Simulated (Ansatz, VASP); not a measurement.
## Two plane-wave programs on Ge

```
Ge
1.0
    -1.62025    1.62025    1.62025
     1.62025   -1.62025    1.62025
     1.62025    1.62025   -1.62025
Ge
1
Direct
  0.00000 0.00000 0.00000
```

Alike in both runs: task single point; functional PBE; k mesh 15 × 15 × 15; occupations fermi-dirac, width 0.1 eV; no spin polarisation.

|  | VASP | Ansatz |
| --- | --- | --- |
| version | VASP 6.6.1 | Ansatz 0.2.0 |
| potentials or method | VASP PAW PBE potentials, release 64 (Ge_d), cutoff 520 eV | plane waves (420 eV) with PAW, scalar-relativistic |
| valence electrons in the cell | 14 | 14 |

|  | VASP | Ansatz | Ansatz less VASP |
| --- | --- | --- | --- |
| pressure (GPa) | 10.1 | 10.1 | +0.07 |

With one functional, cell and mesh, what is left measures potentials, basis and numerics.
